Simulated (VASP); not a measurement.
# Au (Pm-3m) in VASP: notebook, part 2 of 2

VASP 6.6.1. The steps go on from the part before.

### 3 Relaxation of cell and atoms, LDA, target pressure 10 GPa, at which the enthalpy is minimised

INCAR

```
SYSTEM = Au
ALGO = Normal ; EDIFF = 1E-7
EDIFFG = -0.01 ; ENCUT = 500
GGA_COMPAT = .FALSE. ; IBRION = 2
ISIF = 3 ; ISMEAR = -1
LASPH = .TRUE. ; LCHARG = .FALSE.
LREAL = .FALSE. ; LWAVE = .FALSE.
NELM = 120 ; NELMIN = 4
NSW = 50 ; PREC = Accurate
PSTRESS = 100.0 ; SIGMA = 0.05
```

KPOINTS

```
k-points
0
G
  17 17 17
  0 0 0
```

POSCAR

```
Au
1.0
    2.6500000000      0.0000000000      0.0000000000
    0.0000000000      2.6500000000      0.0000000000
    0.0000000000      0.0000000000      2.6500000000
Au
1
Direct
    0.0000000000      0.0000000000      0.0000000000
```

Potentials or basis: VASP PAW LDA potentials, release 64 (Au).

Launch:

```bash
> cat potpaw_LDA.64/Au/POTCAR > POTCAR
> mpirun -np 1 vasp_std > vasp.out
```

OUTCAR:

```text
SYSTEM = Au
   EDIFF = 1E-7
   EDIFFG = -0.01
   ENCUT = 500
   IBRION = 2
   ISIF = 3
   ISMEAR = -1
   LASPH = .TRUE.
   LREAL = .FALSE.
   NELM = 120
   NELMIN = 4
   NSW = 50
   PREC = Accurate
   PSTRESS = 100.0

 ion  position               nearest neighbor table
   1  0.000  0.000  0.000-

  LATTYP: Found a simple cubic cell.
 ALAT       =     2.6500000000

  Lattice vectors:

 A1 = (   2.6500000000,   0.0000000000,   0.0000000000)
 A2 = (   0.0000000000,   2.6500000000,   0.0000000000)
 A3 = (   0.0000000000,   0.0000000000,   2.6500000000)

Analysis of symmetry for initial positions (statically):
=====================================================================
[... 293 lines left out ...]

 val. band max:        8.0733326260   @ k =   0.3529   0.2941   0.2353
 cond. band min:       8.0945546627   @ k =   0.4706   0.4706   0.2941
 fundamental gap:      0.0212220368
 Fermi energy:         8.0839326793

 k-point     1 :       0.0000    0.0000    0.0000
  band No.  band energies     occupation
      1      -0.9532      2.00000
      2       1.3813      2.00000
      3       1.3813      2.00000
      4       6.7247      2.00000
      5       6.7247      2.00000
      6       6.7247      2.00000
      7      22.6844      0.00000
      8      22.6844      0.00000
      9      22.6844      0.00000
[... 265 lines left out ...]
 k-point    24 :       0.4706    0.1176    0.0000
  band No.  band energies     occupation
      1       1.6644      2.00000
      2       2.2706      2.00000
      3       3.9903      2.00000
      4       4.9125      2.00000
      5       6.6479      2.00000
      6       7.7947      1.99387
      7      11.1067      0.00000
      8      24.5570      0.00000
      9      26.0464      0.00000

 [... further k-points ...]

------------------------ aborting loop because EDIFF is reached ----------------------------------------

  FORCE on cell =-STRESS in cart. coord.  units (eV):
  Direction    XX          YY          ZZ          XY          YZ          ZX
  --------------------------------------------------------------------------------------
  -------------------------------------------------------------------------------------
  Total        1.1179826      1.1179826      1.1179826      0.0000000     -0.0000000      0.0000000
  in kB       99.7193995     99.7193995     99.7193995      0.0000000     -0.0000000      0.0000000
  external PRESSURE =      -0.2806005 kB  Pullay stress =     100.0000000 kB
[... 20 lines left out ...]
  energy  without entropy=       -4.1300086457  energy(sigma->0) =       -4.13219380

  enthalpy is  TOTEN    =        -3.0132504599 eV   P V=        1.1211284989

 reached required accuracy - stopping structural energy minimisation
```

OSZICAR:

```text
N       E                     dE             d eps       ncg     rms          rms(c)
DAV:   1     0.416109996948E+02    0.41611E+02   -0.55556E+03  3202   0.103E+03
DAV:   2    -0.413098426610E+01   -0.45742E+02   -0.43313E+02  3104   0.197E+02
DAV:   3    -0.453406028177E+01   -0.40308E+00   -0.40066E+00  3493   0.193E+01
[... 29 lines left out ...]
DAV:   1    -0.413446905703E+01    0.77344E-03   -0.15656E-03  3020   0.449E-01    0.615E-02
DAV:   2    -0.413437998393E+01    0.89073E-04   -0.33111E-04  2988   0.177E-01    0.257E-02
DAV:   3    -0.413437883777E+01    0.11462E-05   -0.42521E-06  3126   0.196E-02    0.184E-02
DAV:   4    -0.413437895660E+01   -0.11883E-06   -0.78927E-07  3077   0.645E-03    0.364E-04
DAV:   5    -0.413437895879E+01   -0.21956E-08   -0.81348E-09  1560   0.857E-04
   4 F= -.30132505E+01 E0= -.30110653E+01  d E =-.132167E-01
```

Run time: 56 s. Hardware: 1 thread of Intel Xeon 8259CL, shared host; peak memory 0.15 GiB.

Results:

- Free energy: -4.1344 eV
- Relaxed volume: 17.96 Å³/atom
- Relaxed cell: a = 2.619 Å, b = 2.619 Å, c = 2.619 Å, α = 90.00°, β = 90.00°, γ = 90.00°
- Space group after relaxing (to 0.1 Å): Pm-3m (No. 221)
- Energy change on relaxing (the run minimises the enthalpy): +27.2 meV/atom
- Ionic steps: 4
- Pressure after relaxing: 10.0 GPa
- Band gap on the k mesh: zero (an odd number of electrons rules out a gap without spin polarisation)

The path:
```
step  energy change (eV)  largest force (eV/Å)  pressure (GPa)  volume (Å³)
   1              0.0000                0.0000            3.72        18.61
   2              0.1676                0.0000           27.38        16.71
   3              0.0263                0.0000            9.82        17.98
   4              0.0272                0.0000            9.97        17.96
```

Final structure:
```
Au
1.0
     2.61892    0.00000    0.00000
     0.00000    2.61892    0.00000
     0.00000    0.00000    2.61892
Au
1
Direct
  0.00000 0.00000 0.00000
```

Levels at points of the mesh, in eV from the Fermi level:
| k point | band 4 | band 5 | band 6 | band 7 | band 8 | band 9 |
| --- | --- | --- | --- | --- | --- | --- |
| (0.00, 0.00, 0.00) | -1.36 | -1.36 | -1.36 | 14.60 | 14.60 | 14.60 |

Caveat: the cell is relaxed towards a set pressure, so the run minimises the enthalpy, not the energy; spin-orbit coupling is left out, which moves the levels of the heavy elements.

### 4 Relaxation of cell and atoms, LDA, target pressure 20 GPa, at which the enthalpy is minimised

INCAR

```
ALGO = Normal
EDIFF = 1E-7
EDIFFG = -0.01
ENCUT = 500
GGA = CA
GGA_COMPAT = F
IBRION = 2
ISIF = 3
ISMEAR = -1
LASPH = T
LCHARG = F
LREAL = F
LWAVE = F
NELM = 120
NELMIN = 4
NSW = 50
PREC = Accurate
PSTRESS = 200.0
SIGMA = 0.05
```

KPOINTS

```
k-points
0
Gamma
  17 17 17
```

POSCAR is that of step 3.

Launch:

```bash
> cat potpaw_LDA.64/Au/POTCAR > POTCAR
> mpirun -np 1 vasp_std > vasp.out
```

Run time: 69 s. Hardware: 1 thread of Intel Xeon 8259CL, shared host; peak memory 0.15 GiB.

The run converged. Its results:

```
Free energy                                                : -4.0617 eV
Relaxed volume                                             : 17.17 Å³/atom
Relaxed cell                                               : a = 2.580 Å, b = 2.580 Å, c = 2.580 Å, α = 90.00°, β = 90.00°, γ = 90.00°
Space group after relaxing (to 0.1 Å)                      : Pm-3m (No. 221)
Energy change on relaxing (the run minimises the enthalpy) : +99.8 meV/atom
Ionic steps                                                : 5
Pressure after relaxing                                    : 20.0 GPa
Band gap on the k mesh                                     : zero (an odd number of electrons rules out a gap without spin polarisation)
```

Step by step:
```
step  energy change (eV)  largest force (eV/Å)  pressure (GPa)  volume (Å³)
   1              0.0000                0.0000            3.72        18.61
   2              1.2132                0.0000          107.49        13.97
   3              0.0866                0.0000           18.44        17.28
   4              0.0957                0.0000           19.52        17.21
   5              0.0998                0.0000           20.02        17.17
```

Final structure:
```yaml
crystal:
  lattice:
    - [2.58000, 0.00000, 0.00000]
    - [0.00000, 2.58000, 0.00000]
    - [0.00000, 0.00000, 2.58000]
  atoms:
    - { symbol: Au, position: [0.00000, 0.00000, 0.00000] }
```

Levels at points of the mesh, in eV from the Fermi level:
| k point | band 4 | band 5 | band 6 | band 7 | band 8 | band 9 |
| --- | --- | --- | --- | --- | --- | --- |
| (0.00, 0.00, 0.00) | -1.40 | -1.40 | -1.40 | 14.80 | 14.80 | 14.80 |

Caveat: the cell is relaxed towards a set pressure, so the run minimises the enthalpy, not the energy; spin-orbit coupling is left out, which moves the levels of the heavy elements.

### 5 Relaxation of cell and atoms, LDA, target pressure 30 GPa, at which the enthalpy is minimised

INCAR

```
PREC     = Accurate       # precision mode
ENCUT    = 500            # plane-wave cutoff, eV
EDIFF    = 1E-7           # SCF threshold, eV
ISMEAR   = -1             # smearing method
SIGMA    = 0.05           # smearing width, eV
LREAL    = F              # projectors in reciprocal space
LASPH    = T              # aspherical terms in the spheres
NELM     = 120            # most SCF steps
ALGO     = Normal         # electronic algorithm
ISIF     = 3              # what is computed and relaxed
LWAVE    = F              # write WAVECAR
LCHARG   = F              # write CHGCAR
IBRION   = 2              # ionic algorithm
NSW      = 50             # ionic steps
EDIFFG   = -0.01          # ionic threshold
PSTRESS  = 300.0        
GGA_COMPAT= F            
NELMIN   = 4
```

KPOINTS

```
regular mesh
0
Gamma
  17 17 17
```

POSCAR is that of step 4.

Launch:

```bash
> cat potpaw_LDA.64/Au/POTCAR > POTCAR
> mpirun -np 1 vasp_std > vasp.out
```

Run time: 77 s. Hardware: 1 thread of Intel Xeon 8259CL, shared host; peak memory 0.15 GiB.

Results (log left out):

```yaml
Free_energy: -3.9671 eV
Relaxed_volume: 16.56 Å³/atom
Relaxed_cell: a = 2.549 Å, b = 2.549 Å, c = 2.549 Å, α = 90.00°, β = 90.00°, γ = 90.00°
Space_group_after_relaxing_to_0.1_Å: Pm-3m (No. 221)
Energy_change_on_relaxing_the_run_minimises_the_enthalpy: +194.5 meV/atom
Ionic_steps: 5
Pressure_after_relaxing: 30.0 GPa
Band_gap_on_the_k_mesh: zero (an odd number of electrons rules out a gap without spin polarisation)
```

Step by step:
| step | energy change (eV) | largest force (eV/Å) | pressure (GPa) | volume (Å³) |
| --- | --- | --- | --- | --- |
| 1 | 0.0000 | 0.0000 | 3.72 | 18.61 |
| 2 | 4.0020 | 0.0000 | 288.38 | 11.54 |
| 3 | 0.1479 | 0.0000 | 25.35 | 16.83 |
| 4 | 0.1733 | 0.0000 | 27.94 | 16.68 |
| 5 | 0.1945 | 0.0000 | 30.03 | 16.56 |

Final structure:
```
Au
1.0
     2.54907    0.00000    0.00000
     0.00000    2.54907    0.00000
     0.00000    0.00000    2.54907
Au
1
Direct
  0.00000 0.00000 0.00000
```

Levels at points of the mesh, in eV from the Fermi level:
```
           k point  band 2  band 3  band 4  band 5  band 6  band 7  band 8  band 9
(0.00, 0.00, 0.00)   -7.52   -7.52   -1.44   -1.44   -1.44   14.95   14.95   14.95
```

Caveat: the cell is relaxed towards a set pressure, so the run minimises the enthalpy, not the energy; spin-orbit coupling is left out, which moves the levels of the heavy elements.

### 6 Summary

| cell | gap on the mesh (eV) | pressure (GPa) |
| --- | --- | --- |
| relaxed | none | 0.0 |
| relaxed to 10 GPa | none | 10.0 |
| relaxed to 20 GPa | none | 20.0 |
| relaxed to 30 GPa | none | 30.0 |

Alike in all rows: task relaxation of cell and atoms; level LDA; potentials or basis VASP PAW LDA potentials, release 64 (Au); no spin polarisation; k mesh 17 × 17 × 17; cutoff (eV) 500; smearing fermi-dirac 0.05 eV.

Caveats: spin-orbit coupling is left out, which moves the levels of the heavy elements; the cell is relaxed towards a set pressure, so the run minimises the enthalpy, not the energy (at least some runs).

Absolute energies hang on the potentials; compare differences alone.
